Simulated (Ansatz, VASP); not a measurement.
# Two plane-wave programs on Cu

```xyz
1
Lattice="0.0000 1.8075 1.8798 1.8075 0.0000 1.8798 1.8075 1.8075 0.0000" Properties=species:S:1:pos:R:3 pbc="T T T"
Cu    0.0000    0.0000    0.0000
```

Change from the starting cell: strain +0.000 along x and y, +0.040 along z, atoms carried along.

Alike in both runs: task single point; functional PBEsol; k mesh 22 × 22 × 22; occupations gaussian, width 0.15 eV; no spin polarisation.

|  | VASP | Ansatz |
| --- | --- | --- |
| version | VASP 6.6.1 | Ansatz 0.2.0 |
| potentials or method | VASP PAW PBE potentials, release 64 (Cu), cutoff 520 eV | scalar-relativistic, plane waves, PAW |
| valence electrons in the cell | 11 | 19 |

Ansatz gave:

| Property | Result |
| --- | --- |
| gap on the k mesh at the Fermi level (eV) | none |
| pressure (GPa) | -11.2 |
| traceless stress, the component that is largest in VASP (GPa) | -1.54 |

**Question.** What did VASP give for the same quantities?

**Answer.** gap on the k mesh at the Fermi level (eV): none; pressure (GPa): -10.5; traceless stress, the component that is largest in VASP (GPa): -1.55.

VASP's potentials were made for PBE, not for PBEsol. A gap of «none» marks a metal or a gap that the smearing closes. With one functional, cell and mesh, what is left measures potentials, basis and numerics. VASP's potentials hold 11 valence electrons a cell and Ansatz's 19, so a difference there can come from the potentials and not from the codes.
